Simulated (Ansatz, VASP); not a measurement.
**TaN: VASP beside Ansatz**

```
Ta N
1.0
     5.23685    0.00000    0.00000
    -2.61842    4.53524    0.00000
     0.00000    0.00000    2.90800
Ta N
3 3
Direct
  0.00000 0.00000 0.00000
  0.33333 0.66667 0.50000
  0.66667 0.33333 0.50000
  0.50000 0.00000 0.00000
  0.50000 0.50000 0.00000
  0.00000 0.50000 0.00000
```

Change from the starting cell: equal xx and yy strain of +1 %, crystal datasets.

Alike in both runs: task electric field gradients; functional LDA; k mesh 5 × 5 × 8; occupations fermi-dirac, width 0.03 eV; no spin polarisation.

|  | VASP | Ansatz |
| --- | --- | --- |
| version | VASP 6.6.1 | Ansatz 0.2.0 |
| potentials or method | VASP PAW LDA potentials, release 64 (Ta_pv, N), cutoff 520 eV | all-electron PAW with datasets made for the crystal, scalar-relativistic |

Ansatz gave:

| Item | Value |
| --- | --- |
| pressure (GPa) | -10.0 |
| traceless stress, the component that is largest in VASP (GPa) | -0.67 |
| size of Vzz on the site where it differs most (V/Å²) | 462.9 |

Problem. What did VASP give for the same quantities?

Solution. Pressure (GPa): -8.4; traceless stress, the component that is largest in VASP (GPa): -0.29; size of Vzz on the site where it differs most (V/Å²): 340.8.

LDA's correlation is that of Perdew and Zunger in VASP and of Perdew and Wang (1992) in Ansatz. Ansatz ran all-electron here, and VASP with PAW potentials.

Spin-orbit coupling is off throughout.
